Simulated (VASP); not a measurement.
# NaCl (Fm-3m) in VASP: single point with PBE

Aim: the single point of NaCl with PBE.

Everything below comes from runs of VASP 6.6.1. Logs are shortened: lines on timing, memory, paths and dates and some standing lists are left out, and cuts for length are marked.

## (1) The cell of the first run

It takes space group Fm-3m (No. 225, cubic). Conventional cell: a = 5.837 Å, b = 5.837 Å, c = 5.837 Å, α = 90.00°, β = 90.00°, γ = 90.00°. Na (site symmetry m-3m) has 6 Cl at 2.92 Å within 3.8 Å. Cl (site symmetry m-3m) has 6 Na at 2.92 Å within 3.8 Å.

## (2) Single point, PBE

The input, POSCAR:

```
NaCl
1.0
    0.0000000000      2.9185394500      2.9185394500
    2.9185394500      0.0000000000      2.9185394500
    2.9185394500      2.9185394500      0.0000000000
Na Cl
1 1
Direct
    0.0000000000      0.0000000000      0.0000000000
    0.5000000000      0.5000000000      0.5000000000
```

The input, INCAR.step1:

```
PREC = Accurate ; ENCUT = 400
EDIFF = 1E-6 ; ISMEAR = -1
SIGMA = 0.1 ; LREAL = False
LASPH = True ; NELM = 120
ALGO = Normal ; ISIF = 2
LWAVE = False ; LCHARG = True
GGA = PE ; NBANDS = 14
GGA_COMPAT = False ; NEDOS = 2001
LORBIT = 11
```

The input, KPOINTS.step1:

```
regular mesh
0
Gamma
  8 8 8
```

The input, INCAR.step2:

```
PREC = Accurate ; ENCUT = 400
EDIFF = 1E-6 ; ISMEAR = -5
SIGMA = 0.1 ; LREAL = False
LASPH = True ; NELM = 120
ALGO = Normal ; ISIF = 2
LWAVE = False ; LCHARG = False
GGA = PE ; LORBIT = 11
NBANDS = 14 ; NEDOS = 2001
ICHARG = 11 ; GGA_COMPAT = False
```

The input, KPOINTS.step2:

```
regular mesh
0
Gamma
  12 12 12
```

Potentials or basis: VASP PAW PBE potentials, release 64 (Na_pv, Cl).

Started as:

```sh
$ cat potpaw_PBE.64/Na_pv/POTCAR potpaw_PBE.64/Cl/POTCAR > POTCAR
$ cp INCAR.step1 INCAR
$ cp KPOINTS.step1 KPOINTS
$ mpirun -np 1 vasp_std > vasp.out
$ cp INCAR.step2 INCAR
$ cp KPOINTS.step2 KPOINTS
$ mpirun -np 1 vasp_std > vasp.out
```

OUTCAR:

```text
PREC = Accurate
   ENCUT = 400
   EDIFF = 1E-6
   ISMEAR = -5
   LREAL = False
   LASPH = True
   NELM = 120
   ISIF = 2
   GGA = PE
   LORBIT = 11
   ICHARG = 11

 ion  position               nearest neighbor table
   1  0.000  0.000  0.000-
   2  0.500  0.500  0.500-

  LATTYP: Found a face centered cubic cell.
 ALAT       =     5.8370789000

  Lattice vectors:

 A1 = (   0.0000000000,   2.9185394500,   2.9185394500)
 A2 = (   2.9185394500,   0.0000000000,   2.9185394500)
 A3 = (   2.9185394500,   2.9185394500,   0.0000000000)

Analysis of symmetry for initial positions (statically):
=====================================================================
 Subroutine PRICEL returns:
 Original cell was already a primitive cell.

 Routine SETGRP: Setting up the symmetry group for a
 face centered cubic supercell.

 Subroutine GETGRP returns: Found 48 space group operations
 (whereof 48 operations were pure point group operations)
 out of a pool of 48 trial point group operations.

The static configuration has the point symmetry O_h .

Analysis of symmetry for dynamics (positions and initial velocities):
=====================================================================
 Subroutine PRICEL returns:
 Original cell was already a primitive cell.

 Routine SETGRP: Setting up the symmetry group for a
 face centered cubic supercell.

 Subroutine GETGRP returns: Found 48 space group operations
 (whereof 48 operations were pure point group operations)
 out of a pool of 48 trial point group operations.

The dynamic configuration has the point symmetry O_h .

 Subroutine INISYM returns: Found 48 space group operations
 (whereof 48 operations are pure point group operations),
 and found     1 'primitive' translations

----------------------------------------------------------------------------------------

                                     Primitive cell

  volume of cell :      49.7195

  direct lattice vectors                    reciprocal lattice vectors
     0.000000000  2.918539450  2.918539450    -0.171318568  0.171318568  0.171318568
     2.918539450  0.000000000  2.918539450     0.171318568 -0.171318568  0.171318568
     2.918539450  2.918539450  0.000000000     0.171318568  0.171318568 -0.171318568

  length of vectors
     4.127438073  4.127438073  4.127438073     0.296732465  0.296732465  0.296732465

  position of ions in fractional coordinates (direct lattice)
     0.000000000  0.000000000  0.000000000
     0.500000000  0.500000000  0.500000000

  ion indices of the primitive-cell ions
   primitive index   ion index
                 1           1
                 2           2

----------------------------------------------------------------------------------------

 KPOINTS: regular mesh

Automatic generation of k-mesh.
 Grid dimensions read from file:
 generate k-points for:   12   12   12

 Generating k-lattice:

  Cartesian coordinates                     Fractional coordinates (reciprocal lattice)
    -0.014276547  0.014276547  0.014276547     0.083333333  0.000000000  0.000000000
     0.014276547 -0.014276547  0.014276547     0.000000000  0.083333333  0.000000000
     0.014276547  0.014276547 -0.014276547     0.000000000  0.000000000  0.083333333

  Length of vectors
     0.024727705  0.024727705  0.024727705

  Shift w.r.t. Gamma in fractional coordinates (k-lattice)
     0.000000000  0.000000000  0.000000000

 TETIRR: Found    247 inequivalent tetrahedra from    10368

 Subroutine IBZKPT returns following result:
 ===========================================

 Found     72 irreducible k-points:

 Following reciprocal coordinates:
            Coordinates               Weight
  0.000000  0.000000  0.000000      1.000000
  0.083333  0.000000  0.000000      8.000000
  0.166667  0.000000  0.000000      8.000000
  0.250000  0.000000  0.000000      8.000000
  0.333333  0.000000  0.000000      8.000000
  0.416667  0.000000  0.000000      8.000000
[... 16 lines left out ...]
  0.500000  0.166667  0.000000     24.000000
 -0.416667  0.166667  0.000000     24.000000
 [... further k-points ...]
   k-points           NKPTS =     72   k-points in BZ     NKDIM =     72   number of bands    NBANDS=     14
   number of dos      NEDOS =   2001   number of ions     NIONS =      2
   total plane-waves  NPLWV =  21952
   dimension x,y,z NGX =    28 NGY =   28 NGZ =   28
   dimension x,y,z NGXF=    56 NGYF=   56 NGZF=   56
   ions per type =               1   1
   NGX,Y,Z   is equivalent  to a cutoff of  11.28, 11.28, 11.28 a.u.
   NGXF,Y,Z  is equivalent  to a cutoff of  22.56, 22.56, 22.56 a.u.
 SYSTEM =  unknown system
   PREC   = accura    normal or accurate (medium, high low for compatibility)
   ISTART =      0    job   : 0-new  1-cont  2-samecut
   ICHARG =     11    charge: 1-file 2-atom 10-const
   ISPIN  =      1    spin polarized calculation?
   LNONCOLLINEAR =      F non collinear calculations
   LSORBIT =      F    spin-orbit coupling
   LASPH  =      T    aspherical Exc in radial PAW
   ENCUT  =  400.0 eV  29.40 Ry    5.42 a.u.   6.73  6.73  6.73*2*pi/ulx,y,z
   NELM   =    120;   NELMIN=  2; NELMDL=  0     # of ELM steps
   EDIFF  = 0.1E-05   stopping-criterion for ELM
   LREAL  =      F    real-space projection
   EDIFFG = 0.1E-04   stopping-criterion for IOM
   NSW    =      0    number of steps for IOM
   IBRION =     -1    ionic relax: 0-MD 1-quasi-New 2-CG
   NFREE  =      0    steps in history (QN), initial steepest desc. (CG)
   ISIF   =      2    stress and relaxation
   ISYM   =      2    0-nonsym 1-usesym 2-fastsym
   POTIM  = 0.5000    time-step for ionic-motion
   TEBEG  =    0.0;   TEEND  =   0.0 temperature during run
   PSTRESS=    0.0 pullay stress
   NELECT =      14.0000    total number of electrons
   NUPDOWN=      -1.0000    fix difference up-down
   EMIN   =  10.00;   EMAX   =-10.00  energy-range for DOS
   EFERMI =   0.00;   METHOD = LEGACY
   ISMEAR =    -5;   SIGMA  =   0.10  broadening in eV -4-tet -1-fermi 0-gaus
   EFERMI_NEDOS =   21; number of points for ismear=-14 and -15
   IALGO  =     38    algorithm
   IMIX   =      4    mixing-type and parameters
     AMIX     =   0.40;   BMIX     =  1.00
     AMIX_MAG =   1.60;   BMIX_MAG =  1.00
  volume/ion in A,a.u.               =      24.86       167.76
  Fermi-wavevector in a.u.,A,eV,Ry     =   1.073022  2.027717 15.665423  1.151376
  Thomas-Fermi vector in A             =   2.208809
   LORBIT       =     11    0 simple, 1 ext, 2 COOP (PROOUT), +10 PAW based schemes
   GGA     = PE    functional components
   LHFCALC =     F    Hartree Fock is set to
   AEXX    =    0.0000 exact exchange contribution
   IVDW    =     0    specifies the selected vdW correction
   LEPSILON=     F    determine dielectric tensor
   LRPA    =     F    only Hartree local field effects (RPA)
 non-spin polarized calculation
 Fermi weights with tetrahedron method with Bloechl corrections
  energy-cutoff  :      400.00
  volume of cell :       49.72
 maximum number of plane-waves:       934

 number of electron      14.0000009 magnetization

 Free energy of the ion-electron system (eV)
  ---------------------------------------------------
  ext. energy  EPLUGINS =         0.00000000
  ---------------------------------------------------
  free energy    TOTEN  =        -6.76048844 eV

  energy without entropy =       -6.76048844  energy(sigma->0) =       -6.76048844

 E-fermi :  -1.2694     XC(G=0):  -7.7365

 val. band max:       -1.2835704487   @ k =   0.0000   0.0000   0.0000
 cond. band min:       3.4500371599   @ k =   0.0000   0.0000   0.0000
 fundamental gap:      4.7336076085
 Fermi energy:        -1.2693876272

 k-point     1 :       0.0000    0.0000    0.0000
  band No.  band energies     occupation
      1     -22.3189      2.00000
      2     -22.3189      2.00000
      3     -22.3189      2.00000
      4     -13.7353      2.00000
      5      -1.2836      2.00000
      6      -1.2836      2.00000
      7      -1.2836      2.00000
      8       3.4500      0.00000
      9       9.7092      0.00000
     10       9.7092      0.00000
     11       9.7092      0.00000
     12      11.7440      0.00000
     13      11.7440      0.00000
     14      13.1842      0.00000

 k-point     2 :       0.0833    0.0000    0.0000
  band No.  band energies     occupation
      1     -22.3202      2.00000
      2     -22.3191      2.00000
      3     -22.3191      2.00000
      4     -13.7196      2.00000
      5      -1.4325      2.00000
      6      -1.2986      2.00000
      7      -1.2986      2.00000
      8       3.6632      0.00000
      9       9.4194      0.00000
     10       9.7921      0.00000
     11       9.7921      0.00000
     12      11.5728      0.00000
     13      11.5728      0.00000
     14      13.6382      0.00000

 k-point     3 :       0.1667    0.0000    0.0000
  band No.  band energies     occupation
      1     -22.3234      2.00000
      2     -22.3194      2.00000
      3     -22.3194      2.00000
      4     -13.6760      2.00000
      5      -1.7941      2.00000
      6      -1.3388      2.00000
      7      -1.3388      2.00000
      8       4.2020      0.00000
      9       8.8859      0.00000
     10       9.9405      0.00000
     11       9.9405      0.00000
     12      11.3671      0.00000
     13      11.3671      0.00000
     14      13.9111      0.00000
[... 324 lines left out ...]
 k-point    23 :       0.5000    0.1667    0.0000
  band No.  band energies     occupation
      1     -22.3341      2.00000
      2     -22.3225      2.00000
      3     -22.3213      2.00000
      4     -13.4800      2.00000
      5      -2.7494      2.00000
      6      -1.7473      2.00000
      7      -1.5724      2.00000
      8       6.3328      0.00000
      9       7.9961      0.00000
     10       8.7872      0.00000
     11       9.9358      0.00000
     12      12.5343      0.00000
     13      14.4772      0.00000
     14      14.7680      0.00000

 k-point    24 :      -0.4167    0.1667    0.0000
  band No.  band energies     occupation
      1     -22.3344      2.00000
      2     -22.3230      2.00000
      3     -22.3209      2.00000
      4     -13.4751      2.00000
      5      -2.7645      2.00000
      6      -1.7963      2.00000
      7      -1.5467      2.00000
      8       6.4054      0.00000
      9       8.0507      0.00000
     10       8.7973      0.00000
     11       9.8487      0.00000
     12      13.0987      0.00000
     13      13.3584      0.00000
     14      14.4505      0.00000

 [... further k-points ...]

------------------------ aborting loop because EDIFF is reached ----------------------------------------

  FORCE on cell =-STRESS in cart. coord.  units (eV):
  Direction    XX          YY          ZZ          XY          YZ          ZX
  --------------------------------------------------------------------------------------
  -------------------------------------------------------------------------------------
  Total       -0.5088784     -0.5088784     -0.5088784     -0.0000000      0.0000000      0.0000000
  in kB      -16.3982643    -16.3982643    -16.3982643     -0.0000000      0.0000000      0.0000000
  external PRESSURE =     -16.3982643 kB  Pullay stress =       0.0000000 kB

 VOLUME and BASIS-vectors are now :
 -----------------------------------------------------------------------------
  energy-cutoff  :      400.00
  volume of cell :       49.72
      direct lattice vectors                 reciprocal lattice vectors
     0.000000000  2.918539450  2.918539450    -0.171318568  0.171318568  0.171318568
     2.918539450  0.000000000  2.918539450     0.171318568 -0.171318568  0.171318568
     2.918539450  2.918539450  0.000000000     0.171318568  0.171318568 -0.171318568

 POSITION                                       TOTAL-FORCE (eV/Angst)
 -----------------------------------------------------------------------------------
      0.00000      0.00000      0.00000         0.000000     -0.000000     -0.000000
      2.91854      2.91854      2.91854        -0.000000      0.000000      0.000000
 -----------------------------------------------------------------------------------
    total drift:                                0.000000      0.000000      0.000000

  FREE ENERGIE OF THE ION-ELECTRON SYSTEM (eV)
  ---------------------------------------------------
  free  energy   TOTEN  =        -6.7604884420 eV

  energy  without entropy=       -6.7604884420  energy(sigma->0) =       -6.76048844

 total charge

# of ion       s       p       d       tot
------------------------------------------
    1        0.036   5.971   0.000   6.006
    2        1.588   3.563   0.000   5.150
--------------------------------------------------
tot          1.623   9.534   0.000  11.157
```

Wall time 17 s (1 thread of Intel Xeon 6975P-C (Granite Rapids), shared host); peak memory 0.15 GiB.

Results:

| Quantity | Value |
| --- | --- |
| Valence electrons inside the program's atomic spheres | Na 6.01; Cl 5.15 |
